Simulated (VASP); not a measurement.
# NaW3: relaxation of cell and atoms with PBE

Crystal: NaW3.

```
Na W
1.0
     4.04966    0.00000    0.00000
     0.00000    4.04966    0.00000
     0.00000    0.00000    4.00804
Na W
1 3
Cartesian
  0.0000 0.0000 0.0000
  0.0000 2.0248 2.0040
  2.0248 0.0000 2.0040
  2.0248 2.0248 0.0000
```

```
Program                : VASP 6.6.1
Task                   : relaxation of cell and atoms
Functional             : PBE
Potentials or basis    : VASP PAW PBE potentials, release 64 (Na_pv, W_sv)
Cutoff                 : 500 eV
k mesh                 : 12 × 12 × 12
Occupations            : gaussian, width 0.1 eV
Spin                   : no spin polarisation
Dipole correction      : no
Further INCAR settings : ALGO = Normal; EDIFF = 1e-07; IBRION = 2; EDIFFG = -0.01; NSW = 100; ISIF = 3
```

| Property | Result |
| --- | --- |
| Relaxed volume | 16.64 Å³/atom |
| Relaxed cell | a = 4.066 Å, b = 4.066 Å, c = 4.025 Å, α = 90.00°, β = 90.00°, γ = 90.00° |
| Space group after relaxing (to 0.1 Å) | Pm-3m (No. 221) |
| Energy gained by relaxing | 1.5 meV/atom |
| Ionic steps | 3 |
| Pressure after relaxing | 0.0 GPa |
| Band gap on the k mesh | zero (an odd number of electrons rules out a gap without spin polarisation) |

Step by step:
```tsv
step	energy change (eV)	largest force (eV/Å)	pressure (GPa)	volume (Å³)
1	0.0000	0.0000	2.42	65.73
2	0.0147	0.0000	-4.18	68.12
3	-0.0061	0.0000	-0.01	66.56
```

Final structure:
```
Na W
1.0
     4.06645    0.00000    0.00000
     0.00000    4.06645    0.00000
     0.00000    0.00000    4.02507
Na W
1 3
Direct
  0.00000 0.00000 0.00000
  0.00000 0.50000 0.50000
  0.50000 0.00000 0.50000
  0.50000 0.50000 0.00000
```

Levels at points of the mesh, in eV from the Fermi level:
| k point | band 23 | band 24 | band 25 | band 26 | band 27 | band 28 |
| --- | --- | --- | --- | --- | --- | --- |
| (0.00, 0.00, 0.00) | 1.20 | 1.20 | 1.27 | 3.20 | 3.20 | 3.24 |
| (0.50, 0.00, 0.00) | -0.79 | -0.74 | -0.02 | 0.09 | 0.41 | 1.41 |
| (0.50, 0.50, 0.00) | -1.68 | -0.57 | -0.57 | 0.38 | 0.77 | 0.84 |
| (0.00, 0.00, 0.50) | -0.79 | -0.79 | 0.08 | 0.09 | 0.50 | 1.45 |
| (0.50, 0.00, 0.50) | -1.67 | -0.62 | -0.60 | 0.44 | 0.82 | 0.87 |
| (0.50, 0.50, 0.50) | 0.57 | 0.89 | 0.89 | 0.89 | 1.01 | 1.01 |

Run time: 5.1 min on 1 thread of AMD EPYC 9R45 96-Core Processor (Zen 5), on a shared host, peak memory 0.36 GiB.

Caveat: spin-orbit coupling is left out, which moves the levels of the heavy elements.
